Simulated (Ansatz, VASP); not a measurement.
One calculation of BP, two programs

INCAR

```
SYSTEM = BP
PREC = Accurate
ENCUT = 520
EDIFF = 1E-6
ISMEAR = -1
SIGMA = 0.05
LREAL = .False.
LASPH = .True.
NELM = 100
ALGO = Normal
ISIF = 2
LWAVE = .False.
LCHARG = .False.
GGA = PE
NBANDS = 11
```

The input KPOINTS:

```
Automatic mesh
0
Gamma
  16 16 16
  0 0 0
```

The input POSCAR:

```
BP
1.0
    0.0000000000      2.1160848610      2.1160848610
    2.1160848610      0.0000000000      2.1160848610
    2.1160848610      2.1160848610      0.0000000000
B P
1 1
Direct
    0.0000000000      0.0000000000      0.0000000000
    0.5000000000      0.5000000000      0.5000000000
```

Input for Ansatz:

```yaml
crystal:
  lattice:
    - [0.0, 2.116084861, 2.116084861]
    - [2.116084861, 0.0, 2.116084861]
    - [2.116084861, 2.116084861, 0.0]
  atoms:
    - { symbol: B, position: [0.0, 0.0, 0.0] }
    - { symbol: P, position: [0.5, 0.5, 0.5] }
kpoints:
  mp_grid: { grid: [16, 16, 16] }
scf:
  occupations: { method: fermi_dirac, width: 0.05 }
hamiltonian:
  xc: pbe
  pseudopotentials: { kind: all_electron, lapw: { basis_error: 0.0005 } }
output:
  forces: true
  stress: true
  eigenvalues: true
```

Change from the starting cell: volume scaled by 0.9405.

Alike in both runs: task single point; functional PBE; k mesh 16 × 16 × 16; occupations fermi-dirac, width 0.05 eV; no spin polarisation.

|  | VASP | Ansatz |
| --- | --- | --- |
| version | VASP 6.6.1 | Ansatz 0.2.0 |
| potentials or method | VASP PAW PBE potentials, release 64 (B, P), cutoff 520 eV | all-electron LAPW, scalar-relativistic |

|  | VASP | Ansatz | Ansatz less VASP |
| --- | --- | --- | --- |
| pressure (GPa) | 11.1 | 11.4 | +0.32 |

Ansatz ran all-electron here, and VASP with PAW potentials.
